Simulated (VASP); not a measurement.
Input of a VASP 6.6.1 run:

Contents of INCAR:

```
SYSTEM = H4C2O
  ALGO = Normal
  EDIFF = 1E-6
  ENCUT = 520
  GGA = PE
  ISIF = 2
  ISMEAR = -1
  IVDW = 12
  LASPH = .TRUE.
  LCHARG = .FALSE.
  LREAL = Auto
  LWAVE = .FALSE.
  NBANDS = 43
  NELM = 80
  PREC = Accurate
  SIGMA = 0.05
```

The input KPOINTS:

```
k-points
0
G
  1 1 1
  0 0 0
```

POSCAR

```
H4C2O
1.0
    6.8873110000      0.0000000000      0.0000000000
    0.0000000000      6.8873110000      0.0000000000
    0.0000000000      0.0000000000      6.8873110000
C H O
6 12 3
Direct
    0.1827563762      0.9399168994      0.1289908355
    0.7204263028      0.1815077031      0.8639946708
    0.8004865760      0.5071064745      0.4022905311
    0.2696553125      0.5855986466      0.6386817729
    0.6516476459      0.6846939248      0.8881840823
    0.6862765454      0.0711598474      0.4059203948
    0.2127245307      0.8733887580      0.2650236065
    0.0587311942      1.0363551174      0.1350890064
    0.1589735094      0.8198845674      0.0347160162
    0.3138815715      1.0207467036      0.0839514870
    0.6711617930      0.1160830402      0.9987206908
    0.5944409945      0.1841357244      0.7690664760
    0.8238193397      0.0863181581      0.7921233701
    0.7955209225      0.3240742287      0.8786448006
    0.9234663572      0.4333766836      0.3588483227
    0.7321144638      0.4366145220      0.5242975089
    0.6886867749      0.5117962584      0.2767117675
    0.8366254987      0.6582830367      0.4353222905
    0.2523481225      0.4194670460      0.6217230498
    0.5574309045      0.7738433766      0.9888474617
    0.5347079579      0.0076372332      0.3806710631
```

Potentials or basis: VASP PAW PBE potentials, release 64 (C, H, O).

Launch:

```bash
$ cat potpaw_PBE.64/C/POTCAR potpaw_PBE.64/H/POTCAR potpaw_PBE.64/O/POTCAR > POTCAR
$ mpirun -np 1 vasp_gam > vasp.out
```

Question: Predict the pressure.

Answer: 0.7 GPa.

Question: Estimate the dispersion energy per atom.

Answer: -0.036 eV.

Forces on the atoms (eV/Å):
```
C    0.621  0.824 -0.295
C    0.459  0.280 -0.346
C   -2.891  1.557 -1.140
C   -0.185 -1.386 -0.197
C    0.861 -0.686 -0.825
C   -0.145 -0.297 -0.163
H    0.081 -0.133  1.234
H   -0.363  0.138  0.084
H   -0.319 -0.622 -1.099
H   -0.433 -0.148 -0.005
H    0.263  0.147  0.452
H   -0.271  0.495 -0.197
H    0.314 -0.405  0.045
H   -0.639 -0.406  0.112
H    1.910 -1.255 -0.721
H   -0.122 -0.106  0.504
H    1.107 -0.147  1.143
H    0.019  0.130  0.186
O    0.163  1.371  0.167
O   -0.700  0.510  0.826
O    0.270  0.139  0.233
```

Caveat: the k points lie up to 0.91 Å⁻¹ apart.
